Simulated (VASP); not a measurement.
# TaN (P4/mmm) in VASP: relaxation of cell and atoms with PBE

Aim: the relaxation of cell and atoms of TaN with PBE.

Program: VASP 6.6.1. These are calculated values, not measurements. Logs are shortened: lines on timing, memory, paths and dates and some standing lists are left out, and cuts for length are marked.

### 1 The cell of the first run

Symmetry: P4/mmm, No. 123, tetragonal system. Conventional cell: a = 2.480 Å, b = 2.480 Å, c = 3.348 Å, α = 90.00°, β = 90.00°, γ = 90.00°. Within 3.2 Å of Ta (site symmetry 4/mmm) lie 8 N at 2.42 Å and 4 Ta at 2.48 Å. N (site symmetry 4/mmm) has 8 Ta at 2.42 Å and 4 N at 2.48 Å within 3.2 Å.

### 2 Relaxation of cell and atoms, PBE

INCAR

```
SYSTEM = TaN
  PREC = Accurate
  ENCUT = 600
  EDIFF = 1E-6
  ISMEAR = -1
  SIGMA = 0.1
  LREAL = .FALSE.
  LASPH = .TRUE.
  NELM = 80
  ALGO = Normal
  ISIF = 3
  LWAVE = .FALSE.
  LCHARG = .FALSE.
  GGA = PE
  IBRION = 2
  NSW = 80
  EDIFFG = -0.03
```

KPOINTS

```
regular mesh
0
G
  8 8 6
  0 0 0
```

POSCAR

```
TaN
1.0
    2.4800000000      0.0000000000      0.0000000000
    0.0000000000      2.4800000000      0.0000000000
    0.0000000000      0.0000000000      3.3480000000
Ta N
1 1
Direct
    0.0000000000      0.0000000000      0.0000000000
    0.5000000000      0.5000000000      0.5000000000
```

Potentials or basis: VASP PAW PBE potentials, release 64 (Ta_pv, N).

The run is started by

```bash
$ cat potpaw_PBE.64/Ta_pv/POTCAR potpaw_PBE.64/N/POTCAR > POTCAR
$ mpirun -np 1 vasp_std > vasp.out
```

OUTCAR:

```text
SYSTEM = TaN
   PREC = Accurate
   ENCUT = 600
   EDIFF = 1E-6
   ISMEAR = -1
   LREAL = .FALSE.
   LASPH = .TRUE.
   NELM = 80
   ISIF = 3
   GGA = PE
   IBRION = 2
   NSW = 80
   EDIFFG = -0.03

 ion  position               nearest neighbor table
   1  0.000  0.000  0.000-   2 2.42   2 2.42   2 2.42   2 2.42   2 2.42   2 2.42   2 2.42   2 2.42

   2  0.500  0.500  0.500-   1 2.42   1 2.42   1 2.42   1 2.42   1 2.42   1 2.42   1 2.42   1 2.42

  LATTYP: Found a simple tetragonal cell.
 ALAT       =     2.4800000000
 C/A-ratio  =     1.3500000000

  Lattice vectors:

 A1 = (   2.4800000000,   0.0000000000,   0.0000000000)
 A2 = (   0.0000000000,   2.4800000000,   0.0000000000)
 A3 = (   0.0000000000,   0.0000000000,   3.3480000000)

Analysis of symmetry for initial positions (statically):
=====================================================================
 Subroutine PRICEL returns:
 Original cell was already a primitive cell.

 Routine SETGRP: Setting up the symmetry group for a
 simple tetragonal supercell.

 Subroutine GETGRP returns: Found 16 space group operations
 (whereof 16 operations were pure point group operations)
 out of a pool of 16 trial point group operations.

The static configuration has the point symmetry D_4h.

Analysis of symmetry for dynamics (positions and initial velocities):
=====================================================================
 Subroutine PRICEL returns:
 Original cell was already a primitive cell.

 Routine SETGRP: Setting up the symmetry group for a
 simple tetragonal supercell.

 Subroutine GETGRP returns: Found 16 space group operations
 (whereof 16 operations were pure point group operations)
 out of a pool of 16 trial point group operations.

The dynamic configuration has the point symmetry D_4h.

 Subroutine INISYM returns: Found 16 space group operations
 (whereof 16 operations are pure point group operations),
 and found     1 'primitive' translations

----------------------------------------------------------------------------------------

                                     Primitive cell

  volume of cell :      20.5915

  direct lattice vectors                    reciprocal lattice vectors
     2.480000000  0.000000000  0.000000000     0.403225806  0.000000000  0.000000000
     0.000000000  2.480000000  0.000000000     0.000000000  0.403225806  0.000000000
     0.000000000  0.000000000  3.348000000     0.000000000  0.000000000  0.298685783

  length of vectors
     2.480000000  2.480000000  3.348000000     0.403225806  0.403225806  0.298685783

  position of ions in fractional coordinates (direct lattice)
     0.000000000  0.000000000  0.000000000
     0.500000000  0.500000000  0.500000000

  ion indices of the primitive-cell ions
   primitive index   ion index
                 1           1
                 2           2

----------------------------------------------------------------------------------------

 KPOINTS: regular mesh

Automatic generation of k-mesh.
 Grid dimensions read from file:
 generate k-points for:    8    8    6

 Generating k-lattice:

  Cartesian coordinates                     Fractional coordinates (reciprocal lattice)
     0.050403226  0.000000000  0.000000000     0.125000000  0.000000000  0.000000000
     0.000000000  0.050403226  0.000000000     0.000000000  0.125000000  0.000000000
     0.000000000  0.000000000  0.049780964     0.000000000  0.000000000  0.166666667

  Length of vectors
     0.050403226  0.050403226  0.049780964

  Shift w.r.t. Gamma in fractional coordinates (k-lattice)
     0.000000000  0.000000000  0.000000000

 Subroutine IBZKPT returns following result:
 ===========================================

 Found     60 irreducible k-points:

 Following reciprocal coordinates:
            Coordinates               Weight
  0.000000  0.000000  0.000000      1.000000
  0.125000  0.000000  0.000000      4.000000
  0.250000  0.000000  0.000000      4.000000
  0.375000  0.000000  0.000000      4.000000
  0.500000  0.000000  0.000000      2.000000
  0.125000  0.125000  0.000000      4.000000
[... 16 lines left out ...]
  0.375000  0.125000  0.166667     16.000000
  0.500000  0.125000  0.166667      8.000000
 [... further k-points ...]
   k-points           NKPTS =     60   k-points in BZ     NKDIM =     60   number of bands    NBANDS=     12
   number of dos      NEDOS =    301   number of ions     NIONS =      2
   total plane-waves  NPLWV =  11200
   dimension x,y,z NGX =    20 NGY =   20 NGZ =   28
   dimension x,y,z NGXF=    40 NGYF=   40 NGZF=   56
   ions per type =               1   1
   NGX,Y,Z   is equivalent  to a cutoff of  13.41, 13.41, 13.90 a.u.
   NGXF,Y,Z  is equivalent  to a cutoff of  26.81, 26.81, 27.81 a.u.
 SYSTEM =  TaN
   PREC   = accura    normal or accurate (medium, high low for compatibility)
   ISTART =      0    job   : 0-new  1-cont  2-samecut
   ICHARG =      2    charge: 1-file 2-atom 10-const
   ISPIN  =      1    spin polarized calculation?
   LNONCOLLINEAR =      F non collinear calculations
   LSORBIT =      F    spin-orbit coupling
   LASPH  =      T    aspherical Exc in radial PAW
   ENCUT  =  600.0 eV  44.10 Ry    6.64 a.u.   4.95  4.95  6.69*2*pi/ulx,y,z
   NELM   =     80;   NELMIN=  2; NELMDL= -5     # of ELM steps
   EDIFF  = 0.1E-05   stopping-criterion for ELM
   LREAL  =      F    real-space projection
   EDIFFG = -.3E-01   stopping-criterion for IOM
   NSW    =     80    number of steps for IOM
   IBRION =      2    ionic relax: 0-MD 1-quasi-New 2-CG
   NFREE  =      1    steps in history (QN), initial steepest desc. (CG)
   ISIF   =      3    stress and relaxation
   ISYM   =      2    0-nonsym 1-usesym 2-fastsym
   POTIM  = 0.5000    time-step for ionic-motion
   TEBEG  =    0.0;   TEEND  =   0.0 temperature during run
   PSTRESS=    0.0 pullay stress
   NELECT =      16.0000    total number of electrons
   NUPDOWN=      -1.0000    fix difference up-down
   EMIN   =  10.00;   EMAX   =-10.00  energy-range for DOS
   EFERMI =   0.00;   METHOD = LEGACY
   ISMEAR =    -1;   SIGMA  =   0.10  broadening in eV -4-tet -1-fermi 0-gaus
   EFERMI_NEDOS =   21; number of points for ismear=-14 and -15
   IALGO  =     38    algorithm
   IMIX   =      4    mixing-type and parameters
     AMIX     =   0.40;   BMIX     =  1.00
     AMIX_MAG =   1.60;   BMIX_MAG =  1.00
  volume/ion in A,a.u.               =      10.30        69.48
  Fermi-wavevector in a.u.,A,eV,Ry     =   1.505053  2.844138 30.819720  2.265186
  Thomas-Fermi vector in A             =   2.615952
   LORBIT       =      0    0 simple, 1 ext, 2 COOP (PROOUT), +10 PAW based schemes
   GGA     = PE    functional components
   LHFCALC =     F    Hartree Fock is set to
   AEXX    =    0.0000 exact exchange contribution
   IVDW    =     0    specifies the selected vdW correction
   LEPSILON=     F    determine dielectric tensor
   LRPA    =     F    only Hartree local field effects (RPA)
 conjugate gradient relaxation of ions
 non-spin polarized calculation
  energy-cutoff  :      600.00
  volume of cell :       20.59
 maximum number of plane-waves:       700
 NGX is ok and might be reduce to    20
   NGX =  9   NGY =  9   NGZ = 13

--------------------------------------- Ionic step        1  -------------------------------------------

 number of electron      16.0000000 magnetization

 Free energy of the ion-electron system (eV)
  ---------------------------------------------------
  ext. energy  EPLUGINS =         0.00000000
  ---------------------------------------------------
  free energy    TOTEN  =       -18.24282776 eV

  energy without entropy =      -18.21368265  energy(sigma->0) =      -18.22825520

------------------------ aborting loop because EDIFF is reached ----------------------------------------

  FORCE on cell =-STRESS in cart. coord.  units (eV):
  Direction    XX          YY          ZZ          XY          YZ          ZX
  --------------------------------------------------------------------------------------
  -------------------------------------------------------------------------------------
  Total       10.8288198     10.8288198     -9.4965855      0.0000000     -0.0000000      0.0000000
  in kB      842.5639955    842.5639955   -738.9061014      0.0000000     -0.0000000      0.0000000
  external PRESSURE =     315.4072965 kB  Pullay stress =       0.0000000 kB
[... 89 lines left out ...]
  FREE ENERGIE OF THE ION-ELECTRON SYSTEM (eV)
  ---------------------------------------------------
  free  energy   TOTEN  =       -20.5407423031 eV

  energy  without entropy=      -20.5185507254  energy(sigma->0) =      -20.52964651

 E-fermi :  10.4262     XC(G=0): -14.2897

 val. band max:       10.4097470681   @ k =   0.2500   0.2500   0.3333
 cond. band min:      10.4595739331   @ k =   0.2500   0.0000   0.1667
 fundamental gap:      0.0498268650
 Fermi energy:        10.4261955694

 k-point     1 :       0.0000    0.0000    0.0000
  band No.  band energies     occupation
      1     -24.6444      2.00000
      2     -24.6444      2.00000
      3     -23.4789      2.00000
      4      -8.6334      2.00000
      5       4.9056      2.00000
      6       5.0489      2.00000
      7       7.1175      2.00000
      8       7.1175      2.00000
      9       9.5741      1.99960
     10      13.7132      0.00000
     11      14.4901      0.00000
     12      16.2920      0.00000
[... 331 lines left out ...]
 k-point    24 :       0.5000    0.1250    0.1667
  band No.  band energies     occupation
      1     -25.7641      2.00000
      2     -24.5913      2.00000
      3     -24.3296      2.00000
      4      -5.7307      2.00000
      5       1.2193      2.00000
      6       4.2204      2.00000
      7       7.1092      2.00000
      8       7.9480      2.00000
      9      12.7932      0.00000
     10      13.7788      0.00000
     11      15.0079      0.00000
     12      17.0738      0.00000

 [... further k-points ...]

[... ionic steps 4 to 10 ...]

--------------------------------------- Ionic step       11  -------------------------------------------

 number of electron      16.0000005 magnetization

------------------------ aborting loop because EDIFF is reached ----------------------------------------

  FORCE on cell =-STRESS in cart. coord.  units (eV):
  Direction    XX          YY          ZZ          XY          YZ          ZX
  --------------------------------------------------------------------------------------
  -------------------------------------------------------------------------------------
  Total        0.0121148      0.0121148      0.0646162      0.0000000     -0.0000000      0.0000000
  in kB        0.9303842      0.9303842      4.9623570      0.0000000     -0.0000000      0.0000000
  external PRESSURE =       2.2743751 kB  Pullay stress =       0.0000000 kB
[... 57 lines left out ...]
  energy  without entropy=      -20.8205606221  energy(sigma->0) =      -20.83283886

--------------------------------------- Ionic step       13  -------------------------------------------

 number of electron      16.0000005 magnetization

 Free energy of the ion-electron system (eV)
  ---------------------------------------------------
  ext. energy  EPLUGINS =         0.00000000
  ---------------------------------------------------
  free energy    TOTEN  =       -20.84513581 eV

  energy without entropy =      -20.82057603  energy(sigma->0) =      -20.83285592

 E-fermi :   9.0723     XC(G=0): -13.6019

 val. band max:        9.0428150653   @ k =   0.2500   0.1250   0.1667
 cond. band min:       9.1283105570   @ k =   0.3750   0.2500   0.3333
 fundamental gap:      0.0854954917
 Fermi energy:         9.0723051169

 k-point     1 :       0.0000    0.0000    0.0000
  band No.  band energies     occupation
      1     -26.0043      2.00000
      2     -26.0043      2.00000
      3     -25.9990      2.00000
      4      -9.0136      2.00000
      5       4.4614      2.00000
      6       4.4767      2.00000
      7       6.5199      2.00000
      8       6.5199      2.00000
      9       6.5763      2.00000
     10      11.3835      0.00000
     11      13.0629      0.00000
     12      13.1039      0.00000
[... 331 lines left out ...]
 k-point    24 :       0.5000    0.1250    0.1667
  band No.  band energies     occupation
      1     -27.1460      2.00000
      2     -26.1733      2.00000
      3     -26.0304      2.00000
      4      -6.4955      2.00000
      5       0.4557      2.00000
      6       3.5032      2.00000
      7       5.5041      2.00000
      8       6.7498      2.00000
      9      11.0682      0.00000
     10      11.4503      0.00000
     11      13.5781      0.00000
     12      14.3860      0.00000

 [... further k-points ...]
[... 5 lines left out ...]
  --------------------------------------------------------------------------------------
  -------------------------------------------------------------------------------------
  Total        0.0083698      0.0083698     -0.0063067      0.0000000     -0.0000000      0.0000000
  in kB        0.6423415      0.6423415     -0.4840076      0.0000000     -0.0000000      0.0000000
  external PRESSURE =       0.2668918 kB  Pullay stress =       0.0000000 kB
[... 17 lines left out ...]
  FREE ENERGIE OF THE ION-ELECTRON SYSTEM (eV)
  ---------------------------------------------------
  free  energy   TOTEN  =       -20.8451358080 eV

  energy  without entropy=      -20.8205760278  energy(sigma->0) =      -20.83285592

 reached required accuracy - stopping structural energy minimisation
```

Run time: 4.1 min. Hardware: 1 thread of AMD EPYC 7R13, shared host; peak memory 0.13 GiB.

What came out:

* Free energy: -20.8451 eV
* Relaxed volume: 10.44 Å³/atom
* Relaxed cell: a = 2.757 Å, b = 2.757 Å, c = 2.746 Å, α = 90.00°, β = 90.00°, γ = 90.00°
* Space group after relaxing (to 0.05 Å): Pm-3m (No. 221)
* Energy gained by relaxing: 1301.2 meV/atom
* Ionic steps: 13
* Pressure after relaxing: 0.0 GPa
* Band gap on the k mesh: zero (band 8 reaches 15.25 eV, above the bottom of band 9 at 6.58 eV)

Step by step:
```csv
step,energy change (eV),largest force (eV/Å),pressure (GPa),volume (Å³)
1,0.0000,0.0000,31.54,20.59
2,-0.8679,0.0000,-28.62,25.25
3,-2.2979,0.0000,-29.45,23.63
4,-2.2903,0.0000,-27.76,23.47
5,-1.3020,0.0000,61.13,18.45
6,-2.5584,0.0000,-12.39,21.81
7,-2.5635,0.0000,-10.18,21.63
8,-2.5639,0.0000,-9.24,21.55
9,-2.5339,0.0000,15.11,20.01
10,-2.6023,0.0000,0.06,20.88
11,-2.6023,0.0000,0.23,20.86
12,-2.6023,0.0000,-0.14,20.89
13,-2.6023,0.0000,0.03,20.88
```

Final structure:
```
Ta N
1.0
     2.75707    0.00000    0.00000
     0.00000    2.75707    0.00000
     0.00000    0.00000    2.74641
Ta N
1 1
Cartesian
  0.0000 0.0000 0.0000
  1.3785 1.3785 1.3732
```

Caveat: spin-orbit coupling is left out, which moves the levels of the heavy elements.
